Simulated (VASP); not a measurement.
Write the native input for VASP 6.6.1 that does the following.

| Item | Value |
| --- | --- |
| Task | electric field gradients |
| Functional | r2SCAN |
| Potentials or basis | VASP PAW PBE potentials, release 64 (La) |
| Cutoff | 520 eV |
| k mesh | 12 × 12 × 12 |
| Occupations | fermi-dirac, width 0.05 eV |
| Spin | no spin polarisation |
| Dipole correction | no |
| Further INCAR settings | ALGO = Normal; EDIFF = 1e-08; NBANDS = 12 |

La:

```
CELL_PARAMETERS angstrom
0.00000 2.64800 2.64800
2.64800 0.00000 2.64800
2.64800 2.64800 0.00000
ATOMIC_POSITIONS crystal
La 0.00000 0.00000 0.00000
```

This isn't the form of La at room conditions, which is double hcp.

These files were run (other wordings do the same):

POSCAR

```
La
1.0
    0.0000000000      2.6480000000      2.6480000000
    2.6480000000      0.0000000000      2.6480000000
    2.6480000000      2.6480000000      0.0000000000
La
1
Direct
    0.0000000000      0.0000000000      0.0000000000
```

INCAR.step1

```
SYSTEM = La
  PREC = Accurate
  ENCUT = 520
  ISMEAR = -1
  SIGMA = 0.05
  LREAL = .FALSE.
  LASPH = .TRUE.
  NELM = 60
  NBANDS = 12
  GGA = PE
  ALGO = Normal
  EDIFF = 1E-4
  LWAVE = .TRUE.
  LCHARG = .FALSE.
```

INCAR.step2

```
SYSTEM = La
  PREC = Accurate
  ENCUT = 520
  EDIFF = 1E-8
  ISMEAR = -1
  SIGMA = 0.05
  LREAL = .FALSE.
  LASPH = .TRUE.
  NELM = 60
  ALGO = Normal
  ISIF = 2
  LWAVE = .FALSE.
  LCHARG = .FALSE.
  METAGGA = R2SCAN
  LMIXTAU = .TRUE.
  LEFG = .TRUE.
  NBANDS = 12
  ISTART = 1
```

KPOINTS

```
regular mesh
0
G
  12 12 12
  0 0 0
```

Potentials or basis: VASP PAW PBE potentials, release 64 (La).

Launch:

```console
$ cat potpaw_PBE.64/La/POTCAR > POTCAR
$ cp INCAR.step1 INCAR
$ mpirun -np 1 vasp_std > vasp.out
$ cp INCAR.step2 INCAR
$ mpirun -np 1 vasp_std > vasp.out
```

It gave:

```json
{"Pressure": "-0.2 GPa", "Band gap on the k mesh": "zero (an odd number of electrons rules out a gap without spin polarisation)", "Largest electric field gradient by atom": "zero within the noise of the run"}
```

Caveat: the PAW data sets were made with another functional, which shifts forces and pressure a little; spin-orbit coupling is left out, which moves the levels of the heavy elements.

Wall time 3 min on 1 thread of Intel(R) Xeon(R) Platinum 8259CL CPU @ 2.50GHz (Skylake/Cascade Lake), on a shared host, peak memory 0.2 GiB.
